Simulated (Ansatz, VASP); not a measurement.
One calculation of TiO2, two programs

File POSCAR:

```
TiO2
1.0
    5.5619881258      0.0000000000      0.0000000000
   -2.7809940629      4.8168230125      0.0000000000
    0.0000000000      0.0000000000      6.0602253425
Ti O
3 6
Direct
    0.4661652458      0.0000000000      0.3333333333
    0.0000000000      0.4661652458      0.6666666667
    0.5338347542      0.5338347542      0.0000000000
    0.4189423416      0.2717376904      0.2136010069
    0.7282623096      0.1472046512      0.5469343402
    0.8527953488      0.5810576584      0.8802676736
    0.2717376904      0.4189423416      0.7863989931
    0.1472046512      0.7282623096      0.4530656598
    0.5810576584      0.8527953488      0.1197323264
```

File INCAR.step1:

```
SYSTEM = TiO2
PREC     = Accurate       ! precision mode
ENCUT    = 520            ! plane-wave cutoff, eV
ISMEAR   = 0              ! smearing method
SIGMA    = 0.05           ! smearing width, eV
LREAL    = .False.        ! projectors in reciprocal space
LASPH    = .True.         ! aspherical terms in the spheres
NELM     = 60             ! most SCF steps
NBANDS   = 46             ! bands
GGA      = PE             ! functional
ALGO     = Normal         ! electronic algorithm
EDIFF    = 1E-4           ! SCF threshold, eV
LWAVE    = .True.         ! write WAVECAR
LCHARG   = .False.        ! write CHGCAR
```

INCAR.step2

```
SYSTEM = TiO2
PREC     = Accurate       ! precision mode
ENCUT    = 520            ! plane-wave cutoff, eV
EDIFF    = 1E-7           ! SCF threshold, eV
ISMEAR   = 0              ! smearing method
SIGMA    = 0.05           ! smearing width, eV
LREAL    = .False.        ! projectors in reciprocal space
LASPH    = .True.         ! aspherical terms in the spheres
NELM     = 60             ! most SCF steps
ALGO     = Normal         ! electronic algorithm
ISIF     = 2              ! what is computed and relaxed
LWAVE    = .False.        ! write WAVECAR
LCHARG   = .False.        ! write CHGCAR
METAGGA  = R2SCAN         ! meta-GGA
LMIXTAU  = .True.       
NBANDS   = 46             ! bands
ISTART   = 1
```

KPOINTS

```
Automatic mesh
0
Gamma
  6 6 4
  0 0 0
```

Input for Ansatz:

```yaml
crystal:
  lattice:
    - [5.5619881258, 0.0, 0.0]
    - [-2.7809940629, 4.8168230125, 0.0]
    - [0.0, 0.0, 6.0602253425]
  atoms:
    - { symbol: Ti, position: [0.4661652458, 0.0, 0.3333333333] }
    - { symbol: Ti, position: [0.0, 0.4661652458, 0.6666666667] }
    - { symbol: Ti, position: [0.5338347542, 0.5338347542, 0.0] }
    - { symbol: O, position: [0.4189423416, 0.2717376904, 0.2136010069] }
    - { symbol: O, position: [0.7282623096, 0.1472046512, 0.5469343402] }
    - { symbol: O, position: [0.8527953488, 0.5810576584, 0.8802676736] }
    - { symbol: O, position: [0.2717376904, 0.4189423416, 0.7863989931] }
    - { symbol: O, position: [0.1472046512, 0.7282623096, 0.4530656598] }
    - { symbol: O, position: [0.5810576584, 0.8527953488, 0.1197323264] }
basis:
  ecutwfc: 500
kpoints:
  mp_grid: { grid: [6, 6, 4] }
hamiltonian:
  xc: r2scan
scf:
  occupations: { method: gaussian, width: 0.05 }
output:
  forces: true
  stress: true
  eigenvalues: true
  write_density: true
  write_potential: true
  elf: true
  volumetric_format: npy
```

Alike in both runs: task single point; functional r2SCAN; k mesh 6 × 6 × 4; occupations gaussian, width 0.05 eV; no spin polarisation.

|  | VASP | Ansatz |
| --- | --- | --- |
| version | VASP 6.6.1 | Ansatz 0.2.0 |
| potentials or method | VASP PAW PBE potentials, release 64 (Ti_sv, O), cutoff 520 eV | scalar-relativistic, plane waves, PAW |
| valence electrons in the cell | 72 | 72 |

|  | VASP | Ansatz | Ansatz less VASP |
| --- | --- | --- | --- |
| gap on the k mesh at the Fermi level (eV) | 4.05 | 4.05 | +0.003 |
| least direct gap on the mesh (eV) | 4.05 | 4.05 | +0.003 |
| pressure (GPa) | 0.7 | 0.0 | -0.74 |
| rms of the force components (eV/Å) | 0.032 | 0.002 | -0.0297 |

VASP's potentials were made for PBE, not for r2SCAN. Atom by atom the forces differ by 0.030 eV/Å (rms over components).
